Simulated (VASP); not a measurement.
**Mg5Te2: single point with PBE**

Mg5Te2:

```
Mg Te
1.0
     0.00000    4.91729    4.91729
     4.91729    0.00000    4.91729
     4.91729    4.91729    0.00000
Mg Te
5 2
Cartesian
  5.9101 5.9101 5.9101
  3.9245 3.9245 5.9101
  3.9245 5.9101 3.9245
  5.9101 3.9245 3.9245
  7.3759 7.3759 7.3759
  0.0000 0.0000 0.0000
  2.4586 2.4586 2.4586
```

```
Program             : VASP 6.6.1
Task                : single point
Functional          : PBE
Potentials or basis : VASP PAW PBE potentials, release 64 (Mg, Te)
Cutoff              : 600 eV
k mesh              : 3 × 3 × 3
Occupations         : gaussian, width 0.2 eV
Spin                : no spin polarisation
```

```yaml
Pressure: 0.7 GPa
Largest_force: 0.105 eV/Å
Band_gap_on_the_k_mesh: zero (band 11 reaches 1.98 eV, above the bottom of band 12 at 1.07 eV)
```

Forces in eV/Å, atoms in the order of the input:
```
Mg   0.060  0.060  0.060
Mg  -0.060 -0.060  0.060
Mg  -0.060  0.060 -0.060
Mg   0.060 -0.060 -0.060
Mg   0.000  0.000  0.000
Te   0.000  0.000  0.000
Te   0.000  0.000  0.000
```

Levels at points of the mesh, in eV from the Fermi level:
```tsv
k point	band 9	band 10	band 11	band 12	band 13	band 14
(0.00, 0.00, 0.00)	-1.44	-1.44	-0.56	-0.56	-0.56	1.70
```

Wall time 96 s on 1 thread of Intel Xeon 8259CL (shared host), peak memory 0.4 GiB.

Caveat: the k points lie up to 0.37 Å⁻¹ apart; spin-orbit coupling is left out, which moves the levels of the heavy elements.
